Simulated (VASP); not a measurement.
# AlNi (NiAs type) (P6_3/mmc) in VASP: notebook, part 2 of 2

VASP 6.6.1. Earlier steps stand in the parts before.

## 4. Relaxation of cell and atoms, PBE, target pressure 9.3 GPa, at which the enthalpy is minimised

This run uses another cell than the first one, of 13.33 Å³/atom, 1.003 times its volume.

INCAR

```
PREC     = Accurate       # precision mode
ENCUT    = 600            # plane-wave cutoff, eV
EDIFF    = 1E-6           # SCF threshold, eV
ISMEAR   = -1             # smearing method
SIGMA    = 0.05           # smearing width, eV
LREAL    = False          # projectors in reciprocal space
LASPH    = True           # aspherical terms in the spheres
NELM     = 100            # most SCF steps
ALGO     = Normal         # electronic algorithm
ISIF     = 3              # what is computed and relaxed
LWAVE    = False          # write WAVECAR
LCHARG   = False          # write CHGCAR
GGA      = PE             # functional
IBRION   = 2              # ionic algorithm
NSW      = 60             # ionic steps
EDIFFG   = -0.005         # ionic threshold
PSTRESS  = 93.0
```

KPOINTS

```
regular mesh
0
Gamma
  11 11 6
```

POSCAR

```
AlNi
1.0
    3.4123145880      0.0000000000      0.0000000000
   -1.7061572940      2.9551511189      0.0000000000
    0.0000000000      0.0000000000      5.2890876114
Ni Al
2 2
Direct
    0.0000000000      0.0000000000      0.0000000000
    0.0000000000      0.0000000000      0.5000000000
    0.3333333333      0.6666666667      0.2500000000
    0.6666666667      0.3333333333      0.7500000000
```

Potentials or basis: VASP PAW PBE potentials, release 64 (Ni, Al).

The run is started by

```console
> cat potpaw_PBE.64/Ni/POTCAR potpaw_PBE.64/Al/POTCAR > POTCAR
> mpirun -np 1 vasp_std > vasp.out
```

OUTCAR:

```text
PREC = Accurate
   ENCUT = 600
   EDIFF = 1E-6
   ISMEAR = -1
   LREAL = False
   LASPH = True
   NELM = 100
   ISIF = 3
   GGA = PE
   IBRION = 2
   NSW = 60
   EDIFFG = -0.005
   PSTRESS = 93.0

 ion  position               nearest neighbor table
   1  0.000  0.000  0.000-   3 2.37   4 2.37   3 2.37   4 2.37   4 2.37   3 2.37   2 2.64   2 2.64

   2  0.000  0.000  0.500-   3 2.37   4 2.37   3 2.37   4 2.37   4 2.37   3 2.37   1 2.64   1 2.64

   3  0.333  0.667  0.250-   1 2.37   2 2.37   1 2.37   2 2.37   1 2.37   2 2.37   4 3.30   4 3.30
                             4 3.30   4 3.30   4 3.30   4 3.30
   4  0.667  0.333  0.750-   1 2.37   2 2.37   1 2.37   2 2.37   1 2.37   2 2.37   3 3.30   3 3.30
                             3 3.30   3 3.30   3 3.30   3 3.30

  LATTYP: Found a hexagonal cell.
 ALAT       =     3.4123145880
 C/A-ratio  =     1.5500000000

  Lattice vectors:

 A1 = (   3.4123145880,   0.0000000000,   0.0000000000)
 A2 = (  -1.7061572940,   2.9551511189,   0.0000000000)
 A3 = (   0.0000000000,   0.0000000000,   5.2890876114)

Analysis of symmetry for initial positions (statically):
=====================================================================
 Subroutine PRICEL returns:
 Original cell was already a primitive cell.

 Routine SETGRP: Setting up the symmetry group for a
 hexagonal supercell.

 Subroutine GETGRP returns: Found 24 space group operations
 (whereof 12 operations were pure point group operations)
 out of a pool of 24 trial point group operations.

The static configuration has the point symmetry D_3d.
 The point group associated with its full space group is D_6h.

Analysis of symmetry for dynamics (positions and initial velocities):
=====================================================================
 Subroutine PRICEL returns:
[... 143 lines left out ...]
   LEPSILON=     F    determine dielectric tensor
   LRPA    =     F    only Hartree local field effects (RPA)
 conjugate gradient relaxation of ions
 non-spin polarized calculation
  energy-cutoff  :      600.00
  volume of cell :       53.33
 maximum number of plane-waves:      1802
 NGX is ok and might be reduce to    28
   NGX = 13   NGY = 13   NGZ = 21

--------------------------------------- Ionic step        1  -------------------------------------------

 number of electron      26.0000002 magnetization

 Free energy of the ion-electron system (eV)
  ---------------------------------------------------
  ext. energy  EPLUGINS =         0.00000000
  ---------------------------------------------------
  free energy    TOTEN  =       -19.59113031 eV

  energy without entropy =      -19.57338525  energy(sigma->0) =      -19.58225778

------------------------ aborting loop because EDIFF is reached ----------------------------------------

  FORCE on cell =-STRESS in cart. coord.  units (eV):
  Direction    XX          YY          ZZ          XY          YZ          ZX
  --------------------------------------------------------------------------------------
  -------------------------------------------------------------------------------------
  Total        3.0269183      3.0269183      1.2944079      0.0000000     -0.0000000      0.0000000
  in kB       90.9288638     90.9288638     38.8841160      0.0000000     -0.0000000      0.0000000
  external PRESSURE =     -19.4193854 kB  Pullay stress =      93.0000000 kB
[... 103 lines left out ...]
  energy  without entropy=      -19.5179676595  energy(sigma->0) =      -19.52638580

  enthalpy is  TOTEN    =       -16.5187967760 eV   P V=        3.0160071620

[... ionic steps 4 to 16 ...]

--------------------------------------- Ionic step       17  -------------------------------------------

 number of electron      25.9999999 magnetization

------------------------ aborting loop because EDIFF is reached ----------------------------------------
[... 75 lines left out ...]
--------------------------------------- Ionic step       19  -------------------------------------------

 number of electron      25.9999999 magnetization

 Free energy of the ion-electron system (eV)
  ---------------------------------------------------
  ext. energy  EPLUGINS =         0.00000000
  ---------------------------------------------------
  free energy    TOTEN  =       -19.64931950 eV

  energy without entropy =      -19.63399350  energy(sigma->0) =      -19.64165650

 E-fermi :   8.3683     XC(G=0): -11.4385

 val. band max:        8.3678353424   @ k =   0.2727   0.1818   0.5000
 cond. band min:       8.3690124851   @ k =   0.2727   0.1818   0.0000
 fundamental gap:      0.0011771426
 Fermi energy:         8.3682604783

 k-point     1 :       0.0000    0.0000    0.0000
  band No.  band energies     occupation
      1      -1.6424      2.00000
      2       3.5260      2.00000
      3       4.3313      2.00000
      4       5.1682      2.00000
      5       5.3254      2.00000
      6       5.3254      2.00000
[... 457 lines left out ...]
      4       5.1945      2.00000
      5       5.3895      2.00000
      6       5.4139      2.00000
[... 9 lines left out ...]
     16      13.4026      0.00000
     17      14.4540      0.00000

 [... further k-points ...]
[... 5 lines left out ...]
  --------------------------------------------------------------------------------------
  -------------------------------------------------------------------------------------
  Total        3.1017852      3.1017852      3.1024757     -0.0000000      0.0000000      0.0000000
  in kB       93.5572844     93.5572844     93.5781088     -0.0000000      0.0000000      0.0000000
  external PRESSURE =       0.5642258 kB  Pullay stress =      93.0000000 kB
[... 23 lines left out ...]
  energy  without entropy=      -19.6339934987  energy(sigma->0) =      -19.64165650

  enthalpy is  TOTEN    =       -16.5660103870 eV   P V=        3.0833091172

 reached required accuracy - stopping structural energy minimisation
```

OSZICAR:

```text
N       E                     dE             d eps       ncg     rms          rms(c)
DAV:   1     0.132587446850E+03    0.13259E+03   -0.12758E+04  2176   0.188E+03
DAV:   2    -0.168422818879E+02   -0.14943E+03   -0.14549E+03  2176   0.316E+02
DAV:   3    -0.220135009322E+02   -0.51712E+01   -0.51003E+01  2734   0.786E+01
[... 148 lines left out ...]
       N       E                     dE             d eps       ncg     rms          rms(c)
DAV:   1    -0.196493260582E+02   -0.30156E-03   -0.95432E-05  2345   0.133E-01    0.219E-02
DAV:   2    -0.196493316700E+02   -0.56118E-05   -0.12861E-04  2330   0.192E-01    0.290E-02
DAV:   3    -0.196493199125E+02    0.11758E-04   -0.59767E-05  2329   0.133E-01    0.538E-03
DAV:   4    -0.196493195041E+02    0.40833E-06   -0.14671E-06  1315   0.142E-02
  19 F= -.16566010E+02 E0= -.16558347E+02  d E =-.233630E-05
```

CONTCAR:

```text
AlNi
   1.00000000000000
     3.5167939485420017   -0.0000000000000000    0.0000000000000000
    -1.7583969742710008    3.0456328992887376    0.0000000000000000
    -0.0000000000000000   -0.0000000000000000    4.9592981931552522
  Ni              Al
     2     2
Direct
     0.0000000000000000    0.0000000000000000    0.0000000000000000
     0.0000000000000000    0.0000000000000000    0.5000000000000000
     0.3333333332999970    0.6666666667000030    0.2500000000000000
     0.6666666667000030    0.3333333332999970    0.7500000000000000

  0.00000000E+00  0.00000000E+00  0.00000000E+00
  0.00000000E+00  0.00000000E+00  0.00000000E+00
  0.00000000E+00  0.00000000E+00  0.00000000E+00
  0.00000000E+00  0.00000000E+00  0.00000000E+00
```

Run time: 13 min. Hardware: 1 thread of AMD EPYC 7R13, shared host; peak memory 0.2 GiB.

What came out:

- Free energy: -19.6493 eV
- Relaxed volume: 13.28 Å³/atom
- Relaxed cell: a = 3.517 Å, b = 3.517 Å, c = 4.959 Å, α = 90.00°, β = 90.00°, γ = 120.00°
- Space group after relaxing (to 0.05 Å): P6_3/mmc (No. 194)
- Energy change on relaxing (the enthalpy is what falls): -14.5 meV/atom
- Ionic steps: 19
- Pressure after relaxing: 9.4 GPa
- Band gap on the k mesh: zero (band 13 reaches 12.88 eV, above the bottom of band 14 at 7.19 eV)

The path:
```csv
step,energy change (eV),largest force (eV/Å),pressure (GPa),volume (Å³)
1,0.0000,0.0000,7.36,53.33
2,0.0491,0.0000,11.42,52.09
3,0.0563,0.0000,11.70,51.96
4,0.0274,0.0000,11.54,52.12
5,-0.0160,0.0000,11.27,52.46
6,-0.0197,0.0000,11.19,52.52
7,-0.0787,0.0000,8.18,53.49
8,-0.0597,0.0000,9.31,53.15
9,-0.0604,0.0000,9.37,53.16
10,-0.0698,0.0000,8.73,53.33
11,-0.0618,0.0000,9.19,53.18
12,-0.0586,0.0000,9.35,53.13
13,-0.0586,0.0000,9.17,53.13
14,-0.0556,0.0000,9.50,53.07
15,-0.0578,0.0000,9.34,53.11
16,-0.0577,0.0000,9.42,53.11
17,-0.0576,0.0000,9.46,53.11
18,-0.0579,0.0000,9.38,53.11
19,-0.0582,0.0000,9.36,53.12
```

Final structure:
```
Ni Al
1.0
     3.51679    0.00000    0.00000
    -1.75840    3.04563    0.00000
     0.00000    0.00000    4.95930
Ni Al
2 2
Direct
  0.00000 0.00000 0.00000
  0.00000 0.00000 0.50000
  0.33333 0.66667 0.25000
  0.66667 0.33333 0.75000
```

Caveat: the cell is relaxed towards a set pressure, so the enthalpy falls and the energy may rise. Spin polarisation is off, so any magnetic state and its effect on volume and gap are missing.
